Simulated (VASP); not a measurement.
Ir, 1 atom in the cell. The typed cell holds 1 atom: a = 2.735 Å, b = 2.739 Å, c = 2.738 Å, α = 59.29°, β = 60.50°, γ = 59.33°. 

```yaml
Program: VASP 6.6.1
Task: single point
Functional: PBE
Potentials_or_basis: VASP PAW PBE potentials, release 64 (Ir)
Cutoff: 500 eV
k_mesh: 7 × 7 × 7
Occupations: methfessel-paxton, width 0.15 eV
Spin: no spin polarisation
Dipole_correction: no
Further_INCAR_settings: ALGO = Normal; EDIFF = 1e-06; NBANDS = 10
```

Potentials or basis: VASP PAW PBE potentials, release 64 (Ir).

The run is started by

```console
$ cat potpaw_PBE.64/Ir/POTCAR > POTCAR
$ mpirun -np 1 vasp_std > vasp.out
```

Hardware: 1 thread of Intel(R) Xeon(R) 6975P-C (Granite Rapids), on a shared host.

Question: Estimate the wall time of this run.

Answer: Run time: 8 s on 1 thread of Intel(R) Xeon(R) 6975P-C (Granite Rapids) (shared host), peak memory 0.14 GiB. Counts: scf iterations 11, k points 172.
